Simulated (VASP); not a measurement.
Input of a VASP 6.6.1 run:

Contents of INCAR:

```
SYSTEM = BeZn2Se3
  PREC = Accurate
  ENCUT = 600
  EDIFF = 1E-7
  ISMEAR = 0
  SIGMA = 0.02
  LREAL = .FALSE.
  LASPH = .TRUE.
  NELM = 80
  ALGO = Normal
  ISIF = 4
  LWAVE = .FALSE.
  LCHARG = .FALSE.
  GGA = PE
  IBRION = 2
  NSW = 50
  EDIFFG = -0.01
```

File KPOINTS:

```
Automatic mesh
0
G
  10 10 10
  0 0 0
```

File POSCAR:

```
BeZn2Se3
1.0
   -2.0165750385      2.0165750385      8.6681811202
    2.0165750385     -2.0165750385      8.6681811202
    2.0165750385      2.0165750385     -8.6681811202
Be Zn Se
1 2 3
Direct
    0.0000000000      0.0000000000      0.0000000000
    0.6615329931      0.6615329931      0.0000000000
    0.3384670069      0.3384670069      0.0000000000
    0.4277495877      0.9277495877      0.5000000000
    0.0722504123      0.5722504123      0.5000000000
    0.7500000000      0.2500000000      0.5000000000
```

Potentials or basis: VASP PAW PBE potentials, release 64 (Be, Zn, Se).

Run with:

```bash
$ cat potpaw_PBE.64/Be/POTCAR potpaw_PBE.64/Zn/POTCAR potpaw_PBE.64/Se/POTCAR > POTCAR
$ mpirun -np 1 vasp_std > vasp.out
```

Task: Predict the band gap on the k mesh.

Result: 1.43 eV.

Forces in eV/Å, atoms in the order of the input:
```
Be   0.000  0.000  0.000
Zn   0.000  0.000  0.001
Zn   0.000  0.000 -0.001
Se   0.000  0.000 -0.006
Se   0.000  0.000  0.006
Se   0.000  0.000  0.000
```

A k mesh can miss the band edges.
